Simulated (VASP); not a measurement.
# CsGeBr3 (P4/mmm) in VASP: notebook

Runs on CsGeBr3. Level: LDA. Tasks: single point.

All numbers are computed with VASP 6.6.1; they aren't measurements. Logs are shortened: lines on timing, memory, paths and dates and some standing lists are left out, and cuts for length are marked.

### 1 The cell of the first run

It takes space group P4/mmm (No. 123, tetragonal). Conventional cell: a = 5.091 Å, b = 5.091 Å, c = 5.755 Å, α = 90.00°, β = 90.00°, γ = 90.00°. Cs (site symmetry 4/mmm) has 12 Br at 3.60 to 3.84 Å and 8 Ge at 4.61 Å within 4.7 Å. Within 3.4 Å of Ge (site symmetry 4/mmm) lie 6 Br at 2.55 to 2.88 Å. Within 3.8 Å of Br (site symmetry 4/mmm) lie 2 Ge at 2.88 Å and 4 Cs at 3.60 Å. Br (site symmetry mmm) has 2 Ge at 2.55 Å within 3.4 Å.

### 2 Single point, LDA (strain -0.080 along x and y, +0.040 along z)

INCAR reads:

```
ALGO = Normal
EDIFF = 1E-6
ENCUT = 520
ISIF = 2
ISMEAR = 0
LASPH = T
LCHARG = F
LREAL = F
LWAVE = F
NBANDS = 30
NELM = 100
PREC = Accurate
SIGMA = 0.05
```

KPOINTS reads:

```
k-points
0
Gamma
  6 6 6
```

POSCAR reads:

```
CsGeBr3
1.0
    5.0906609688      0.0000000000      0.0000000000
    0.0000000000      5.0906609688      0.0000000000
    0.0000000000      0.0000000000      5.7546602256
Cs Ge Br
1 1 3
Direct
    0.0000000000      0.0000000000      0.0000000000
    0.5000000000      0.5000000000      0.5000000000
    0.5000000000      0.5000000000      0.0000000000
    0.5000000000      0.0000000000      0.5000000000
    0.0000000000      0.5000000000      0.5000000000
```

Potentials or basis: VASP PAW LDA potentials, release 64 (Cs_sv, Ge_d, Br).

Launch:

```console
$ cat potpaw_LDA.64/Cs_sv/POTCAR potpaw_LDA.64/Ge_d/POTCAR potpaw_LDA.64/Br/POTCAR > POTCAR
$ mpirun -np 1 vasp_std > vasp.out
```

OUTCAR:

```text
EDIFF = 1E-6
   ENCUT = 520
   ISIF = 2
   ISMEAR = 0
   LASPH = T
   LREAL = F
   NELM = 100
   PREC = Accurate

 ion  position               nearest neighbor table
   1  0.000  0.000  0.000-
   2  0.500  0.500  0.500-   4 2.55   5 2.55   4 2.55   5 2.55
   3  0.500  0.500  0.000-
   4  0.500  0.000  0.500-   2 2.55   2 2.55
   5  0.000  0.500  0.500-   2 2.55   2 2.55

  LATTYP: Found a simple tetragonal cell.
 ALAT       =     5.0906609688
 C/A-ratio  =     1.1304347826

  Lattice vectors:

 A1 = (   5.0906609688,   0.0000000000,   0.0000000000)
 A2 = (   0.0000000000,   5.0906609688,   0.0000000000)
 A3 = (   0.0000000000,   0.0000000000,   5.7546602256)

Analysis of symmetry for initial positions (statically):
=====================================================================
 Subroutine PRICEL returns:
 Original cell was already a primitive cell.

 Routine SETGRP: Setting up the symmetry group for a
 simple tetragonal supercell.

 Subroutine GETGRP returns: Found 16 space group operations
 (whereof 16 operations were pure point group operations)
 out of a pool of 16 trial point group operations.

The static configuration has the point symmetry D_4h.

Analysis of symmetry for dynamics (positions and initial velocities):
=====================================================================
 Subroutine PRICEL returns:
 Original cell was already a primitive cell.

 Routine SETGRP: Setting up the symmetry group for a
 simple tetragonal supercell.

 Subroutine GETGRP returns: Found 16 space group operations
 (whereof 16 operations were pure point group operations)
 out of a pool of 16 trial point group operations.

The dynamic configuration has the point symmetry D_4h.

 Subroutine INISYM returns: Found 16 space group operations
 (whereof 16 operations are pure point group operations),
 and found     1 'primitive' translations

----------------------------------------------------------------------------------------

                                     Primitive cell

  volume of cell :     149.1310

  direct lattice vectors                    reciprocal lattice vectors
     5.090660969  0.000000000  0.000000000     0.196438145  0.000000000  0.000000000
     0.000000000  5.090660969  0.000000000     0.000000000  0.196438145  0.000000000
     0.000000000  0.000000000  5.754660226     0.000000000  0.000000000  0.173772206

  length of vectors
     5.090660969  5.090660969  5.754660226     0.196438145  0.196438145  0.173772206

  position of ions in fractional coordinates (direct lattice)
     0.000000000  0.000000000  0.000000000
     0.500000000  0.500000000  0.500000000
     0.500000000  0.500000000  0.000000000
     0.500000000  0.000000000  0.500000000
     0.000000000  0.500000000  0.500000000

  ion indices of the primitive-cell ions
   primitive index   ion index
                 1           1
                 2           2
                 3           3
                 4           4
                 5           5

----------------------------------------------------------------------------------------

 KPOINTS: k-points

Automatic generation of k-mesh.
 Grid dimensions read from file:
 generate k-points for:    6    6    6

 Generating k-lattice:

  Cartesian coordinates                     Fractional coordinates (reciprocal lattice)
     0.032739691  0.000000000  0.000000000     0.166666667  0.000000000  0.000000000
     0.000000000  0.032739691  0.000000000     0.000000000  0.166666667  0.000000000
     0.000000000  0.000000000  0.028962034     0.000000000  0.000000000  0.166666667

  Length of vectors
     0.032739691  0.032739691  0.028962034

  Shift w.r.t. Gamma in fractional coordinates (k-lattice)
     0.000000000  0.000000000  0.000000000

 Subroutine IBZKPT returns following result:
 ===========================================

 Found     40 irreducible k-points:

 Following reciprocal coordinates:
            Coordinates               Weight
  0.000000  0.000000  0.000000      1.000000
  0.166667  0.000000  0.000000      4.000000
  0.333333  0.000000  0.000000      4.000000
  0.500000  0.000000  0.000000      2.000000
  0.166667  0.166667  0.000000      4.000000
  0.333333  0.166667  0.000000      8.000000
[... 16 lines left out ...]
  0.333333  0.000000  0.333333      8.000000
  0.500000  0.000000  0.333333      4.000000
 [... further k-points ...]
   k-points           NKPTS =     40   k-points in BZ     NKDIM =     40   number of bands    NBANDS=     30
   number of dos      NEDOS =    301   number of ions     NIONS =      5
   total plane-waves  NPLWV =  76800
   dimension x,y,z NGX =    40 NGY =   40 NGZ =   48
   dimension x,y,z NGXF=    80 NGYF=   80 NGZF=   96
   ions per type =               1   1   3
   NGX,Y,Z   is equivalent  to a cutoff of  13.06, 13.06, 13.87 a.u.
   NGXF,Y,Z  is equivalent  to a cutoff of  26.13, 26.13, 27.73 a.u.
 SYSTEM =  unknown system
   PREC   = accura    normal or accurate (medium, high low for compatibility)
   ISTART =      0    job   : 0-new  1-cont  2-samecut
   ICHARG =      2    charge: 1-file 2-atom 10-const
   ISPIN  =      1    spin polarized calculation?
   LNONCOLLINEAR =      F non collinear calculations
   LSORBIT =      F    spin-orbit coupling
   LASPH  =      T    aspherical Exc in radial PAW
   ENCUT  =  520.0 eV  38.22 Ry    6.18 a.u.   9.47  9.47 10.70*2*pi/ulx,y,z
   NELM   =    100;   NELMIN=  2; NELMDL= -5     # of ELM steps
   EDIFF  = 0.1E-05   stopping-criterion for ELM
   LREAL  =      F    real-space projection
   EDIFFG = 0.1E-04   stopping-criterion for IOM
   NSW    =      0    number of steps for IOM
   IBRION =     -1    ionic relax: 0-MD 1-quasi-New 2-CG
   NFREE  =      0    steps in history (QN), initial steepest desc. (CG)
   ISIF   =      2    stress and relaxation
   ISYM   =      2    0-nonsym 1-usesym 2-fastsym
   POTIM  = 0.5000    time-step for ionic-motion
   TEBEG  =    0.0;   TEEND  =   0.0 temperature during run
   PSTRESS=    0.0 pullay stress
   NELECT =      44.0000    total number of electrons
   NUPDOWN=      -1.0000    fix difference up-down
   EMIN   =  10.00;   EMAX   =-10.00  energy-range for DOS
   EFERMI =   0.00;   METHOD = LEGACY
   ISMEAR =     0;   SIGMA  =   0.05  broadening in eV -4-tet -1-fermi 0-gaus
   EFERMI_NEDOS =   21; number of points for ismear=-14 and -15
   IALGO  =     38    algorithm
   IMIX   =      4    mixing-type and parameters
     AMIX     =   0.40;   BMIX     =  1.00
     AMIX_MAG =   1.60;   BMIX_MAG =  1.00
  volume/ion in A,a.u.               =      29.83       201.28
  Fermi-wavevector in a.u.,A,eV,Ry     =   1.089857  2.059532 16.160855  1.187789
  Thomas-Fermi vector in A             =   2.226070
   LORBIT       =      0    0 simple, 1 ext, 2 COOP (PROOUT), +10 PAW based schemes
   GGA     = CA    functional components
   LHFCALC =     F    Hartree Fock is set to
   AEXX    =    0.0000 exact exchange contribution
   IVDW    =     0    specifies the selected vdW correction
   LEPSILON=     F    determine dielectric tensor
   LRPA    =     F    only Hartree local field effects (RPA)
 non-spin polarized calculation
 Gauss-broadening in eV      SIGMA  =   0.05
  energy-cutoff  :      520.00
  volume of cell :      149.13
 maximum number of plane-waves:      4056
 NGX is ok and might be reduce to    40
   NGX = 19   NGY = 19   NGZ = 21

 number of electron      43.9999990 magnetization

 Free energy of the ion-electron system (eV)
  ---------------------------------------------------
  ext. energy  EPLUGINS =         0.00000000
  ---------------------------------------------------
  free energy    TOTEN  =       -17.88993384 eV

  energy without entropy =      -17.88937745  energy(sigma->0) =      -17.88965565

 E-fermi :   3.1106     XC(G=0):  -9.1768

 val. band max:        3.0791083018   @ k =   0.5000   0.3333   0.5000
 cond. band min:       3.1813056464   @ k =   0.5000   0.5000   0.1667
 fundamental gap:      0.1021973446
 Fermi energy:         3.1106318110

 k-point     1 :       0.0000    0.0000    0.0000
  band No.  band energies     occupation
      1     -22.3759      2.00000
      2     -22.3620      2.00000
      3     -22.3410      2.00000
      4     -22.3410      2.00000
      5     -22.3344      2.00000
      6     -18.5132      2.00000
[... 22 lines left out ...]
     29       7.4504      0.00000
     30       9.7262      0.00000

 k-point     2 :       0.1667    0.0000    0.0000
  band No.  band energies     occupation
      1     -22.3751      2.00000
      2     -22.3616      2.00000
      3     -22.3411      2.00000
      4     -22.3410      2.00000
      5     -22.3345      2.00000
      6     -18.5099      2.00000
[... 22 lines left out ...]
     29       7.6069      0.00000
     30       8.6986      0.00000

 k-point     3 :       0.3333    0.0000    0.0000
  band No.  band energies     occupation
      1     -22.3735      2.00000
      2     -22.3608      2.00000
      3     -22.3412      2.00000
      4     -22.3410      2.00000
      5     -22.3346      2.00000
      6     -18.5035      2.00000
[... 22 lines left out ...]
     29       8.3233      0.00000
     30       8.6718      0.00000

 k-point     4 :       0.5000    0.0000    0.0000
  band No.  band energies     occupation
      1     -22.3728      2.00000
      2     -22.3603      2.00000
      3     -22.3413      2.00000
      4     -22.3410      2.00000
      5     -22.3347      2.00000
      6     -18.5002      2.00000
[... 22 lines left out ...]
     29       8.1503      0.00000
     30       9.3206      0.00000

 k-point     5 :       0.1667    0.1667    0.0000
  band No.  band energies     occupation
      1     -22.3742      2.00000
      2     -22.3613      2.00000
      3     -22.3411      2.00000
      4     -22.3411      2.00000
      5     -22.3345      2.00000
      6     -18.5069      2.00000
[... 22 lines left out ...]
     29       8.0256      0.00000
     30       8.3900      0.00000
[... 526 lines left out ...]
     29       7.9130      0.00000
     30       8.7648      0.00000

 k-point    22 :       0.1667    0.0000    0.3333
  band No.  band energies     occupation
      1     -22.3751      2.00000
      2     -22.3611      2.00000
      3     -22.3411      2.00000
      4     -22.3410      2.00000
      5     -22.3345      2.00000
      6     -18.5067      2.00000
[... 22 lines left out ...]
     29       8.2587      0.00000
     30       8.6759      0.00000

 k-point    23 :       0.3333    0.0000    0.3333
  band No.  band energies     occupation
      1     -22.3735      2.00000
      2     -22.3603      2.00000
      3     -22.3413      2.00000
      4     -22.3410      2.00000
      5     -22.3346      2.00000
      6     -18.5009      2.00000
[... 22 lines left out ...]
     29       8.7926      0.00000
     30       8.8493      0.00000

 k-point    24 :       0.5000    0.0000    0.3333
  band No.  band energies     occupation
      1     -22.3728      2.00000
      2     -22.3598      2.00000
      3     -22.3413      2.00000
      4     -22.3410      2.00000
      5     -22.3347      2.00000
      6     -18.4980      2.00000
[... 22 lines left out ...]
     29       8.7875      0.00000
     30       9.4456      0.00000

 [... further k-points ...]
[... 5 lines left out ...]
  --------------------------------------------------------------------------------------
  -------------------------------------------------------------------------------------
  Total        4.5400868      4.5400868     -2.1069157      0.0000000      0.0000000      0.0000000
  in kB       48.7760583     48.7760583    -22.6354799      0.0000000      0.0000000      0.0000000
  external PRESSURE =      24.9722122 kB  Pullay stress =       0.0000000 kB

 VOLUME and BASIS-vectors are now :
 -----------------------------------------------------------------------------
  energy-cutoff  :      520.00
  volume of cell :      149.13
      direct lattice vectors                 reciprocal lattice vectors
     5.090660969  0.000000000  0.000000000     0.196438145  0.000000000  0.000000000
     0.000000000  5.090660969  0.000000000     0.000000000  0.196438145  0.000000000
     0.000000000  0.000000000  5.754660226     0.000000000  0.000000000  0.173772206

 POSITION                                       TOTAL-FORCE (eV/Angst)
 -----------------------------------------------------------------------------------
      0.00000      0.00000      0.00000         0.000000      0.000000      0.000000
      2.54533      2.54533      2.87733         0.000000      0.000000      0.000000
      2.54533      2.54533      0.00000         0.000000      0.000000      0.000000
      2.54533      0.00000      2.87733         0.000000      0.000000      0.000000
      0.00000      2.54533      2.87733         0.000000      0.000000      0.000000
 -----------------------------------------------------------------------------------
    total drift:                               -0.000000      0.000000     -0.000000

  FREE ENERGIE OF THE ION-ELECTRON SYSTEM (eV)
  ---------------------------------------------------
  free  energy   TOTEN  =       -17.8899338437 eV

  energy  without entropy=      -17.8893774498  energy(sigma->0) =      -17.88965565
```

Run time: 2.9 min. Hardware: 1 thread of Intel Xeon Platinum 8259CL at 2.50GHz (Skylake/Cascade Lake), shared host; peak memory 0.33 GiB.

Results:

| Quantity | Value |
| --- | --- |
| Free energy | -17.8899 eV |
| Pressure | 2.5 GPa |
| Band gap on the k mesh | zero (band 22 reaches 3.19 eV, above the bottom of band 23 at 3.08 eV) |

Stress tensor (GPa, compression positive):
```
 4.88  0.00  0.00
 0.00  4.88  0.00
 0.00  0.00 -2.26
```

Caveat: the cell differs from its parent crystal (strain -0.080 along x and y, +0.040 along z); spin-orbit coupling is left out, which moves the levels of the heavy elements.

### 3 Single point, LDA (strain -0.080 along x and y, +0.080 along z)

INCAR reads:

```
SYSTEM = CsGeBr3
PREC = Accurate
ENCUT = 520
EDIFF = 1E-6
ISMEAR = 0
SIGMA = 0.05
LREAL = .FALSE.
LASPH = .TRUE.
NELM = 80
ALGO = Normal
ISIF = 2
LWAVE = .FALSE.
LCHARG = .FALSE.
NBANDS = 30
```

KPOINTS reads:

```
Automatic mesh
0
G
  6 6 6
  0 0 0
```

POSCAR: that of step 2 with these lines changed.

```diff
@@ -4,3 +4,3 @@
     0.0000000000      5.0906609688      0.0000000000
-    0.0000000000      0.0000000000      5.7546602256
+    0.0000000000      0.0000000000      5.9759933112
 Cs Ge Br
```

Potentials or basis: VASP PAW LDA potentials, release 64 (Cs_sv, Ge_d, Br).

Launch:

```console
$ cat potpaw_LDA.64/Cs_sv/POTCAR potpaw_LDA.64/Ge_d/POTCAR potpaw_LDA.64/Br/POTCAR > POTCAR
$ mpirun -np 1 vasp_std > vasp.out
```

Wall time 3 min (1 thread of Intel Xeon Platinum 8259CL at 2.50GHz (Skylake/Cascade Lake), shared host); peak memory 0.33 GiB.

It converged, with:

```
Free energy            : -17.7854 eV
Pressure               : 1.7 GPa
Band gap on the k mesh : zero (band 22 reaches 2.92 eV, above the bottom of band 23 at 2.66 eV)
```

Stress tensor (GPa, compression positive):
```
 4.26  0.00  0.00
 0.00  4.26  0.00
 0.00  0.00 -3.53
```

Levels at points of the mesh, in eV from the Fermi level:
| k point | band 19 | band 20 | band 21 | band 22 | band 23 | band 24 | band 25 | band 26 |
| --- | --- | --- | --- | --- | --- | --- | --- | --- |
| (0.00, 0.00, 0.00) | -2.83 | -2.59 | -2.59 | -2.51 | 2.61 | 2.89 | 3.45 | 3.75 |
| (0.50, 0.00, 0.00) | -3.28 | -2.99 | -2.76 | -1.30 | 1.67 | 3.21 | 4.56 | 4.89 |
| (0.50, 0.50, 0.00) | -2.84 | -2.84 | -1.91 | 0.19 | 1.08 | 1.08 | 2.65 | 5.12 |
| (0.00, 0.00, 0.50) | -2.82 | -2.81 | -2.81 | -2.50 | 1.47 | 3.85 | 4.01 | 4.67 |
| (0.50, 0.00, 0.50) | -3.19 | -3.15 | -2.45 | -0.88 | 0.70 | 1.55 | 4.78 | 4.97 |
| (0.50, 0.50, 0.50) | -2.29 | -2.29 | -1.91 | -0.36 | 0.67 | 0.82 | 0.82 | 3.92 |

Caveat: the cell differs from its parent crystal (strain -0.080 along x and y, +0.080 along z); spin-orbit coupling is left out, which moves the levels of the heavy elements.

### 4 Single point, LDA (strain +0.000 along x and y, -0.080 along z)

INCAR reads:

```
SYSTEM = CsGeBr3
PREC     = Accurate       ! precision mode
ENCUT    = 520            ! plane-wave cutoff, eV
EDIFF    = 1E-7           ! SCF threshold, eV
ISMEAR   = 0              ! smearing method
SIGMA    = 0.05           ! smearing width, eV
LREAL    = .False.        ! projectors in reciprocal space
LASPH    = .True.         ! aspherical terms in the spheres
NELM     = 60             ! most SCF steps
ALGO     = Normal         ! electronic algorithm
ISIF     = 2              ! what is computed and relaxed
LWAVE    = .False.        ! write WAVECAR
LCHARG   = .False.        ! write CHGCAR
NBANDS   = 30             ! bands
```

KPOINTS reads:

```
Automatic mesh
0
Gamma
  6 6 6
  0 0 0
```

POSCAR: that of step 3 with these lines changed.

```diff
@@ -2,5 +2,5 @@
 1.0
-    5.0906609688      0.0000000000      0.0000000000
-    0.0000000000      5.0906609688      0.0000000000
-    0.0000000000      0.0000000000      5.9759933112
+    5.5333271400      0.0000000000      0.0000000000
+    0.0000000000      5.5333271400      0.0000000000
+    0.0000000000      0.0000000000      5.0906609688
 Cs Ge Br
```

Launch:

```console
$ cat potpaw_LDA.64/Cs_sv/POTCAR potpaw_LDA.64/Ge_d/POTCAR potpaw_LDA.64/Br/POTCAR > POTCAR
$ mpirun -np 1 vasp_std > vasp.out
```

Wall time 4.5 min (1 thread of Intel Xeon Platinum 8259CL at 2.50GHz (Skylake/Cascade Lake), shared host); peak memory 0.32 GiB.

Results (log left out):

```
Free energy            : -18.0802 eV
Pressure               : 0.5 GPa
Band gap on the k mesh : zero (filled and empty bands touch)
```

Stress tensor (GPa, compression positive):
```
-1.27  0.00  0.00
 0.00 -1.27  0.00
 0.00  0.00  4.12
```

Levels at points of the mesh, in eV from the Fermi level:
```tsv
k point	band 19	band 20	band 21	band 22	band 23	band 24	band 25	band 26
(0.00, 0.00, 0.00)	-2.95	-2.72	-2.66	-2.66	2.52	2.91	3.18	3.51
(0.50, 0.00, 0.00)	-3.15	-2.99	-2.90	-2.18	1.29	4.08	4.39	4.62
(0.50, 0.50, 0.00)	-3.35	-3.26	-2.42	-1.34	0.93	0.93	4.80	4.82
(0.00, 0.00, 0.50)	-3.35	-3.03	-3.03	-1.40	1.50	4.39	4.39	4.56
(0.50, 0.00, 0.50)	-3.29	-3.25	-2.25	-0.58	0.55	1.20	4.04	4.82
(0.50, 0.50, 0.50)	-2.37	-2.21	-2.21	0.00	0.00	0.26	0.76	3.96
```

Caveat: the cell differs from its parent crystal (strain +0.000 along x and y, -0.080 along z); spin-orbit coupling is left out, which moves the levels of the heavy elements.

### 5 Summary

```csv
cell,gap on the mesh (eV),pressure (GPa)
"a = 5.091, b = 5.091, c = 5.755 Å, 5 atoms",none,2.5
"a = 5.091, b = 5.091, c = 5.976 Å, 5 atoms",none,1.7
"a = 5.533, b = 5.533, c = 5.091 Å, 5 atoms",none,0.5
```

Alike in all rows: task single point; level LDA; potentials or basis VASP PAW LDA potentials, release 64 (Cs_sv, Ge_d, Br); no spin polarisation; k mesh 6 × 6 × 6; cutoff (eV) 520; smearing gaussian 0.05 eV.

Caveats: spin-orbit coupling is left out, which moves the levels of the heavy elements.

Absolute energies hang on the potentials; compare differences alone.
